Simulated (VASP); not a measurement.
# Cu (Im-3m) in VASP: further runs

Runs on Cu. Level: r2SCAN. Tasks: single point.

Program: VASP 6.6.1. These are calculated values, not measurements. Logs are shortened: lines on timing, memory, paths and dates and some standing lists are left out, and cuts for length are marked.

### Step 1. The cell of the first run

It takes space group Im-3m (No. 229, cubic). Conventional cell: a = 2.723 Å, b = 2.723 Å, c = 2.723 Å, α = 90.00°, β = 90.00°, γ = 90.00°. Cu (site symmetry m-3m) has 14 Cu at 2.36 to 2.72 Å within 3.1 Å.

### Step 2. Single point, r2SCAN (volume scaled by 0.88)

The input, POSCAR:

```
Cu
1.0
   -1.3616582217      1.3616582217      1.3616582217
    1.3616582217     -1.3616582217      1.3616582217
    1.3616582217      1.3616582217     -1.3616582217
Cu
1
Direct
    0.0000000000      0.0000000000      0.0000000000
```

The input, INCAR.step1:

```
SYSTEM = Cu
  PREC = Accurate
  ENCUT = 520
  ISMEAR = -1
  SIGMA = 0.1
  LREAL = .FALSE.
  LASPH = .TRUE.
  NELM = 100
  NBANDS = 12
  GGA = PE
  ALGO = Normal
  EDIFF = 1E-4
  LWAVE = .TRUE.
  LCHARG = .FALSE.
```

The input, INCAR.step2:

```
SYSTEM = Cu
  PREC = Accurate
  ENCUT = 520
  EDIFF = 1E-6
  ISMEAR = -1
  SIGMA = 0.1
  LREAL = .FALSE.
  LASPH = .TRUE.
  NELM = 100
  ALGO = Normal
  ISIF = 2
  LWAVE = .FALSE.
  LCHARG = .TRUE.
  METAGGA = R2SCAN
  LMIXTAU = .TRUE.
  LELF = .TRUE.
  LVHAR = .TRUE.
  NBANDS = 12
  ISTART = 1
```

The input, KPOINTS:

```
Automatic mesh
0
G
  17 17 17
  0 0 0
```

Potentials or basis: VASP PAW PBE potentials, release 64 (Cu).

Started as:

```console
> cat potpaw_PBE.64/Cu/POTCAR > POTCAR
> cp INCAR.step1 INCAR
> mpirun -np 1 vasp_std > vasp.out
> cp INCAR.step2 INCAR
> mpirun -np 1 vasp_std > vasp.out
```

OUTCAR:

```text
SYSTEM = Cu
   PREC = Accurate
   ENCUT = 520
   EDIFF = 1E-6
   ISMEAR = -1
   LREAL = .FALSE.
   LASPH = .TRUE.
   NELM = 100
   ISIF = 2
   METAGGA = R2SCAN
   ISTART = 1

 ion  position               nearest neighbor table
   1  0.000  0.000  0.000-

  LATTYP: Found a body centered cubic cell.
 ALAT       =     2.7233164434

  Lattice vectors:

 A1 = (  -1.3616582217,   1.3616582217,   1.3616582217)
 A2 = (   1.3616582217,  -1.3616582217,   1.3616582217)
 A3 = (   1.3616582217,   1.3616582217,  -1.3616582217)

Analysis of symmetry for initial positions (statically):
=====================================================================
 Subroutine PRICEL returns:
 Original cell was already a primitive cell.

 Routine SETGRP: Setting up the symmetry group for a
 body centered cubic supercell.

 Subroutine GETGRP returns: Found 48 space group operations
 (whereof 48 operations were pure point group operations)
 out of a pool of 48 trial point group operations.

The static configuration has the point symmetry O_h .

Analysis of symmetry for dynamics (positions and initial velocities):
=====================================================================
 Subroutine PRICEL returns:
 Original cell was already a primitive cell.

 Routine SETGRP: Setting up the symmetry group for a
 body centered cubic supercell.

 Subroutine GETGRP returns: Found 48 space group operations
 (whereof 48 operations were pure point group operations)
 out of a pool of 48 trial point group operations.

The dynamic configuration has the point symmetry O_h .

 Subroutine INISYM returns: Found 48 space group operations
 (whereof 48 operations are pure point group operations),
 and found     1 'primitive' translations

----------------------------------------------------------------------------------------

                                     Primitive cell

  volume of cell :      10.0987

  direct lattice vectors                    reciprocal lattice vectors
    -1.361658222  1.361658222  1.361658222     0.000000000  0.367199340  0.367199340
     1.361658222 -1.361658222  1.361658222     0.367199340  0.000000000  0.367199340
     1.361658222  1.361658222 -1.361658222     0.367199340  0.367199340  0.000000000

  length of vectors
     2.358461223  2.358461223  2.358461223     0.519298286  0.519298286  0.519298286

  position of ions in fractional coordinates (direct lattice)
     0.000000000  0.000000000  0.000000000

  ion indices of the primitive-cell ions
   primitive index   ion index
                 1           1

----------------------------------------------------------------------------------------

 KPOINTS: Automatic mesh

Automatic generation of k-mesh.
 Grid dimensions read from file:
 generate k-points for:   17   17   17

 Generating k-lattice:

  Cartesian coordinates                     Fractional coordinates (reciprocal lattice)
     0.000000000  0.021599961  0.021599961     0.058823529  0.000000000  0.000000000
     0.021599961  0.000000000  0.021599961     0.000000000  0.058823529  0.000000000
     0.021599961  0.021599961  0.000000000     0.000000000  0.000000000  0.058823529

  Length of vectors
     0.030546958  0.030546958  0.030546958

  Shift w.r.t. Gamma in fractional coordinates (k-lattice)
     0.000000000  0.000000000  0.000000000

 Subroutine IBZKPT returns following result:
 ===========================================

 Found    165 irreducible k-points:

 Following reciprocal coordinates:
            Coordinates               Weight
  0.000000  0.000000  0.000000      1.000000
  0.058824  0.000000  0.000000     12.000000
  0.117647  0.000000  0.000000     12.000000
  0.176471  0.000000  0.000000     12.000000
  0.235294  0.000000  0.000000     12.000000
  0.294118  0.000000  0.000000     12.000000
[... 16 lines left out ...]
  0.411765  0.117647  0.000000     48.000000
  0.176471  0.176471  0.000000     24.000000
 [... further k-points ...]
   k-points           NKPTS =    165   k-points in BZ     NKDIM =    165   number of bands    NBANDS=     12
   number of dos      NEDOS =    301   number of ions     NIONS =      1
   total plane-waves  NPLWV =   5832
   dimension x,y,z NGX =    18 NGY =   18 NGZ =   18
   dimension x,y,z NGXF=    36 NGYF=   36 NGZF=   36
   ions per type =               1
   NGX,Y,Z   is equivalent  to a cutoff of  12.69, 12.69, 12.69 a.u.
   NGXF,Y,Z  is equivalent  to a cutoff of  25.38, 25.38, 25.38 a.u.
 SYSTEM =  Cu
   PREC   = accura    normal or accurate (medium, high low for compatibility)
   ISTART =      1    job   : 0-new  1-cont  2-samecut
   ICHARG =      0    charge: 1-file 2-atom 10-const
   ISPIN  =      1    spin polarized calculation?
   LNONCOLLINEAR =      F non collinear calculations
   LSORBIT =      F    spin-orbit coupling
   LASPH  =      T    aspherical Exc in radial PAW
   ENCUT  =  520.0 eV  38.22 Ry    6.18 a.u.   4.39  4.39  4.39*2*pi/ulx,y,z
   NELM   =    100;   NELMIN=  2; NELMDL=  0     # of ELM steps
   EDIFF  = 0.1E-05   stopping-criterion for ELM
   LREAL  =      F    real-space projection
   EDIFFG = 0.1E-04   stopping-criterion for IOM
   NSW    =      0    number of steps for IOM
   IBRION =     -1    ionic relax: 0-MD 1-quasi-New 2-CG
   NFREE  =      0    steps in history (QN), initial steepest desc. (CG)
   ISIF   =      2    stress and relaxation
   ISYM   =      2    0-nonsym 1-usesym 2-fastsym
   POTIM  = 0.5000    time-step for ionic-motion
   TEBEG  =    0.0;   TEEND  =   0.0 temperature during run
   PSTRESS=    0.0 pullay stress
   NELECT =      11.0000    total number of electrons
   NUPDOWN=      -1.0000    fix difference up-down
   EMIN   =  10.00;   EMAX   =-10.00  energy-range for DOS
   EFERMI =   0.00;   METHOD = LEGACY
   ISMEAR =    -1;   SIGMA  =   0.10  broadening in eV -4-tet -1-fermi 0-gaus
   EFERMI_NEDOS =   21; number of points for ismear=-14 and -15
   IALGO  =     38    algorithm
   IMIX   =      4    mixing-type and parameters
     AMIX     =   0.40;   BMIX     =  1.00
     AMIX_MAG =   1.60;   BMIX_MAG =  1.00
  volume/ion in A,a.u.               =      10.10        68.15
  Fermi-wavevector in a.u.,A,eV,Ry     =   1.684422  3.183096 38.603512  2.837278
  Thomas-Fermi vector in A             =   2.767447
   LORBIT       =      0    0 simple, 1 ext, 2 COOP (PROOUT), +10 PAW based schemes
   METAGGA = R2SCAN    functional components
   LHFCALC =     F    Hartree Fock is set to
   AEXX    =    0.0000 exact exchange contribution
   IVDW    =     0    specifies the selected vdW correction
   LEPSILON=     F    determine dielectric tensor
   LRPA    =     F    only Hartree local field effects (RPA)
 non-spin polarized calculation
  energy-cutoff  :      520.00
  volume of cell :       10.10
 maximum number of plane-waves:       279
 NGX is ok and might be reduce to    18
   NGX =  9   NGY =  9   NGZ =  9

 number of electron      10.9999985 magnetization

 Free energy of the ion-electron system (eV)
  ---------------------------------------------------
  ext. energy  EPLUGINS =         0.00000000
  ---------------------------------------------------
  free energy    TOTEN  =       -10.68288438 eV

  energy without entropy =      -10.67568117  energy(sigma->0) =      -10.67928277

 E-fermi :   9.4983     XC(G=0): -14.8330

 val. band max:        9.3660743337   @ k =  -0.3529   0.3529   0.2353
 cond. band min:       9.5033885060   @ k =  -0.3529   0.4706   0.0588
 fundamental gap:      0.1373141723
 Fermi energy:         9.4983339628

 k-point     1 :       0.0000    0.0000    0.0000
  band No.  band energies     occupation
      1      -1.4764      2.00000
      2       5.7234      2.00000
      3       5.7236      2.00000
      4       5.7236      2.00000
      5       6.9982      2.00000
      6       6.9982      2.00000
      7      37.1028      0.00000
      8      37.1029      0.00000
      9      37.1029      0.00000
     10      42.2448      0.00000
     11      42.2448      0.00000
     12      43.3956      0.00000

 k-point     2 :       0.0588    0.0000    0.0000
  band No.  band energies     occupation
      1      -1.3212      2.00000
      2       5.6905      2.00000
      3       5.7212      2.00000
      4       5.7890      2.00000
      5       6.9653      2.00000
      6       7.0007      2.00000
      7      35.6969      0.00000
      8      36.7775      0.00000
      9      36.8280      0.00000
     10      41.0591      0.00000
     11      41.1257      0.00000
     12      41.2235      0.00000

 k-point     3 :       0.1176    0.0000    0.0000
  band No.  band energies     occupation
      1      -0.8624      2.00000
      2       5.5961      2.00000
      3       5.7053      2.00000
      4       5.9797      2.00000
      5       6.8875      2.00000
      6       7.0089      2.00000
      7      32.7250      0.00000
      8      35.6864      0.00000
      9      36.2094      0.00000
     10      38.7349      0.00000
     11      39.8491      0.00000
     12      40.7540      0.00000
[... 286 lines left out ...]
 k-point    23 :       0.4118    0.1176    0.0000
  band No.  band energies     occupation
      1       3.5411      2.00000
      2       4.8329      2.00000
      3       6.3995      2.00000
      4       6.9400      2.00000
      5       7.4305      2.00000
      6       9.9217      0.02859
      7      15.4425      0.00000
      8      25.4593      0.00000
      9      29.5054      0.00000
     10      35.8201      0.00000
     11      41.2277      0.00000
     12      45.1090      0.00000

 k-point    24 :       0.1765    0.1765    0.0000
  band No.  band energies     occupation
      1       2.1785      2.00000
      2       5.1908      2.00000
      3       5.2667      2.00000
      4       6.7180      2.00000
      5       7.1399      2.00000
      6       7.5192      2.00000
      7      24.6202      0.00000
      8      25.5762      0.00000
      9      31.7983      0.00000
     10      37.1922      0.00000
     11      40.6392      0.00000
     12      44.6577      0.00000

 [... further k-points ...]

------------------------ aborting loop because EDIFF is reached ----------------------------------------

  FORCE on cell =-STRESS in cart. coord.  units (eV):
  Direction    XX          YY          ZZ          XY          YZ          ZX
  --------------------------------------------------------------------------------------
  -------------------------------------------------------------------------------------
  Total        1.8432578      1.8432578      1.8432578     -0.0000000     -0.0000000      0.0000000
  in kB      292.4370152    292.4370152    292.4370152     -0.0000000     -0.0000000      0.0000000
  external PRESSURE =     292.4370152 kB  Pullay stress =       0.0000000 kB

 VOLUME and BASIS-vectors are now :
 -----------------------------------------------------------------------------
  energy-cutoff  :      520.00
  volume of cell :       10.10
      direct lattice vectors                 reciprocal lattice vectors
    -1.361658222  1.361658222  1.361658222     0.000000000  0.367199340  0.367199340
     1.361658222 -1.361658222  1.361658222     0.367199340  0.000000000  0.367199340
     1.361658222  1.361658222 -1.361658222     0.367199340  0.367199340  0.000000000

 POSITION                                       TOTAL-FORCE (eV/Angst)
 -----------------------------------------------------------------------------------
      0.00000      0.00000      0.00000         0.000000      0.000000      0.000000
 -----------------------------------------------------------------------------------
    total drift:                                0.000000      0.000000      0.000000

  FREE ENERGIE OF THE ION-ELECTRON SYSTEM (eV)
  ---------------------------------------------------
  free  energy   TOTEN  =       -10.6828843814 eV

  energy  without entropy=      -10.6756811674  energy(sigma->0) =      -10.67928277
```

Wall time 42 s (1 thread of Intel Xeon Platinum 8488C (Sapphire Rapids), shared host); peak memory 0.13 GiB.

Results:

```yaml
Free_energy: -10.6829 eV
Pressure: 29.2 GPa
```

Levels at points of the mesh, in eV from the Fermi level:
```csv
k point,band 4,band 5,band 6,band 7,band 8,band 9
"(0.00, 0.00, 0.00)",-3.77,-2.50,-2.50,27.60,27.60,27.60
```

Caveat: the PAW data sets were made with another functional, which shifts forces and pressure a little.

### Step 3. Single point, r2SCAN (volume scaled by 0.92)

The input, POSCAR:

```
Cu
1.0
   -1.3819844755      1.3819844755      1.3819844755
    1.3819844755     -1.3819844755      1.3819844755
    1.3819844755      1.3819844755     -1.3819844755
Cu
1
Direct
    0.0000000000      0.0000000000      0.0000000000
```

The input, INCAR.step1:

```
ALGO     = Normal         # electronic algorithm
EDIFF    = 1E-4           # SCF threshold, eV
ENCUT    = 520            # plane-wave cutoff, eV
GGA      = PE             # functional
ISMEAR   = -1             # smearing method
LASPH    = True           # aspherical terms in the spheres
LCHARG   = False          # write CHGCAR
LREAL    = False          # projectors in reciprocal space
LWAVE    = True           # write WAVECAR
NBANDS   = 12             # bands
NELM     = 60             # most SCF steps
PREC     = Accurate       # precision mode
SIGMA    = 0.1            # smearing width, eV
```

The input, INCAR.step2:

```
ALGO     = Normal         # electronic algorithm
EDIFF    = 1E-6           # SCF threshold, eV
ENCUT    = 520            # plane-wave cutoff, eV
ISIF     = 2              # what is computed and relaxed
ISMEAR   = -1             # smearing method
ISTART   = 1            
LASPH    = True           # aspherical terms in the spheres
LCHARG   = False          # write CHGCAR
LMIXTAU  = True         
LREAL    = False          # projectors in reciprocal space
LWAVE    = False          # write WAVECAR
METAGGA  = R2SCAN         # meta-GGA
NBANDS   = 12             # bands
NELM     = 60             # most SCF steps
PREC     = Accurate       # precision mode
SIGMA    = 0.1            # smearing width, eV
```

The input, KPOINTS:

```
k-points
0
Gamma
  17 17 17
```

Potentials or basis: VASP PAW PBE potentials, release 64 (Cu).

Started as:

```console
> cat potpaw_PBE.64/Cu/POTCAR > POTCAR
> cp INCAR.step1 INCAR
> mpirun -np 1 vasp_std > vasp.out
> cp INCAR.step2 INCAR
> mpirun -np 1 vasp_std > vasp.out
```

Run time: 41 s. Hardware: 1 thread of Intel Xeon Platinum 8488C (Sapphire Rapids), shared host; peak memory 0.14 GiB.

The run converged. Its results:

```
Free energy : -10.7495 eV
Pressure    : 17.2 GPa
```

Levels at points of the mesh, in eV from the Fermi level:
| k point | band 3 | band 4 | band 5 | band 6 | band 7 | band 8 | band 9 | band 10 |
| --- | --- | --- | --- | --- | --- | --- | --- | --- |
| (0.00, 0.00, 0.00) | -3.59 | -3.59 | -2.40 | -2.40 | 27.18 | 27.18 | 27.18 | 32.01 |

Caveat: the PAW data sets were made with another functional, which shifts forces and pressure a little.

### Step 4. Single point, r2SCAN (volume scaled by 0.96)

The input, POSCAR:

```
Cu
1.0
   -1.4017297785      1.4017297785      1.4017297785
    1.4017297785     -1.4017297785      1.4017297785
    1.4017297785      1.4017297785     -1.4017297785
Cu
1
Direct
    0.0000000000      0.0000000000      0.0000000000
```

The input, INCAR.step1:

```
SYSTEM = Cu
  PREC = Accurate
  ENCUT = 520
  ISMEAR = -1
  SIGMA = 0.1
  LREAL = .FALSE.
  LASPH = .TRUE.
  NELM = 80
  NBANDS = 12
  GGA = PE
  ALGO = Normal
  EDIFF = 1E-4
  LWAVE = .TRUE.
  LCHARG = .FALSE.
```

The input, INCAR.step2:

```
SYSTEM = Cu
  PREC = Accurate
  ENCUT = 520
  EDIFF = 1E-6
  ISMEAR = -1
  SIGMA = 0.1
  LREAL = .FALSE.
  LASPH = .TRUE.
  NELM = 80
  ALGO = Normal
  ISIF = 2
  LWAVE = .FALSE.
  LCHARG = .TRUE.
  METAGGA = R2SCAN
  LMIXTAU = .TRUE.
  LELF = .TRUE.
  LVHAR = .TRUE.
  NBANDS = 12
  ISTART = 1
```

The input, KPOINTS:

```
Automatic mesh
0
G
  17 17 17
  0 0 0
```

Started as:

```console
> cat potpaw_PBE.64/Cu/POTCAR > POTCAR
> cp INCAR.step1 INCAR
> mpirun -np 1 vasp_std > vasp.out
> cp INCAR.step2 INCAR
> mpirun -np 1 vasp_std > vasp.out
```

Run time: 41 s. Hardware: 1 thread of Intel Xeon Platinum 8488C (Sapphire Rapids), shared host; peak memory 0.14 GiB.

The run converged. Its results:

```
Free energy : -10.7857 eV
Pressure    : 7.8 GPa
```

Levels at points of the mesh, in eV from the Fermi level:
```csv
k point,band 2,band 3,band 4,band 5,band 6,band 7,band 8,band 9,band 10,band 11
"(0.00, 0.00, 0.00)",-3.43,-3.43,-3.43,-2.31,-2.31,26.76,26.76,26.76,31.32,31.32
```

Caveat: the PAW data sets were made with another functional, which shifts forces and pressure a little.

(Continued in part 2 of 2.)
